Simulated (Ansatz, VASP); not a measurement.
BeRu3 in VASP and in Ansatz

```xyz
4
Lattice="3.7171 0.0000 0.0000 0.0000 3.7171 0.0000 0.0000 0.0000 3.7171" Properties=species:S:1:pos:R:3 pbc="T T T"
Be    0.0000    0.0000    0.0000
Ru    0.0000    1.8585    1.8585
Ru    1.8585    0.0000    1.8585
Ru    1.8585    1.8585    0.0000
```

Alike in both runs: functional PBE; k mesh 12 × 12 × 12; occupations gaussian, width 0.1 eV; no spin polarisation.

Ansatz relaxed the structure, and its values are those at the end. VASP's run is a single point on that final structure, the one shown.

|  | VASP | Ansatz |
| --- | --- | --- |
| version | VASP 6.6.1 | Ansatz 0.2.0 |
| potentials or method | VASP PAW PBE potentials, release 64 (Be, Ru_pv), cutoff 520 eV | scalar-relativistic, plane waves, PAW |
| valence electrons in the cell | 44 | 50 |

|  | VASP | Ansatz | Ansatz less VASP |
| --- | --- | --- | --- |
| gap on the k mesh at the Fermi level (eV) | none | none | - |
| pressure (GPa) | 0.0 | 0.0 | +0.03 |

A gap of «none» marks a metal or a gap that the smearing closes. VASP's potentials hold 44 valence electrons a cell and Ansatz's 50, so a difference there can come from the potentials and not from the codes.
